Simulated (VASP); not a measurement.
A run of VASP 6.6.1 is set up as follows.

File INCAR:

```
SYSTEM = CO2
  PREC = Accurate
  ENCUT = 520
  EDIFF = 1E-7
  ISMEAR = 0
  SIGMA = 0.05
  LREAL = .False.
  LASPH = .True.
  NELM = 100
  ALGO = Normal
  ISIF = 2
  LWAVE = .False.
  LCHARG = .False.
  GGA = PE
  NBANDS = 44
```

File KPOINTS:

```
regular mesh
0
Gamma
  4 4 4
  0 0 0
```

The input POSCAR:

```
CO2
1.0
    6.1635454701      0.0000000000      0.0000000000
    0.0000000000      6.1635454701      0.0000000000
    0.0000000000      0.0000000000      6.7879126262
C O
4 8
Direct
    0.0000000000      0.0000000000      0.0000000000
    0.5000000000      0.0000000000      0.5000000000
    0.5000000000      0.5000000000      0.0000000000
    0.0000000000      0.5000000000      0.5000000000
    0.1114834447      0.1114834447      0.1114834447
    0.3885165553      0.8885165553      0.6114834447
    0.6114834447      0.3885165553      0.8885165553
    0.8885165553      0.6114834447      0.3885165553
    0.8885165553      0.8885165553      0.8885165553
    0.6114834447      0.1114834447      0.3885165553
    0.3885165553      0.6114834447      0.1114834447
    0.1114834447      0.3885165553      0.6114834447
```

Potentials or basis: VASP PAW PBE potentials, release 64 (C, O).

Launch:

```console
$ cat potpaw_PBE.64/C/POTCAR potpaw_PBE.64/O/POTCAR > POTCAR
$ mpirun -np 1 vasp_std > vasp.out
```

What does it give for the pressure?

-9.8 GPa.

Predict the largest force.

4.670 eV/Å.

Stress tensor (GPa, compression positive):
```
 -9.16   0.00   0.00
  0.00  -9.13   0.00
  0.00   0.00 -11.22
```

Caveat: forces of over 1 eV/Å act on the atoms, so gaps and moduli don't describe the material at rest.
